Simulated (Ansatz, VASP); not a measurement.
## One calculation of Cu, two programs

```xyz
8
Lattice="4.6094 0.0000 0.0000 0.0000 4.6094 0.0000 0.0000 0.0000 4.6094" Properties=species:S:1:pos:R:3 pbc="T T T"
Cu    2.3047    2.3047    2.3047
Cu    0.0000    0.0000    0.0000
Cu    1.1523    0.0000    2.3047
Cu    2.3047    1.1523    0.0000
Cu    2.3047    3.4570    0.0000
Cu    3.4570    0.0000    2.3047
Cu    0.0000    2.3047    3.4570
Cu    0.0000    2.3047    1.1523
```

Alike in both runs: functional PBE; k mesh 4 × 4 × 4; occupations gaussian, width 0.1 eV; no spin polarisation.

Ansatz relaxed the structure, and its values are those at the end. VASP's run is a single point on that final structure, the one shown.

```csv
,VASP,Ansatz
version,VASP 6.6.1,Ansatz 0.2.0
potentials or method,"VASP PAW PBE potentials, release 64 (Cu), cutoff 520 eV","scalar-relativistic, plane waves, PAW"
valence electrons in the cell,88,152
```

```csv
,VASP,Ansatz,Ansatz less VASP
gap on the k mesh at the Fermi level (eV),none,none,-
pressure (GPa),0.9,0.4,-0.52
```

A gap of «none» marks a metal or a gap that the smearing closes. VASP's potentials hold 88 valence electrons a cell and Ansatz's 152, so a difference there can come from the potentials and not from the codes.
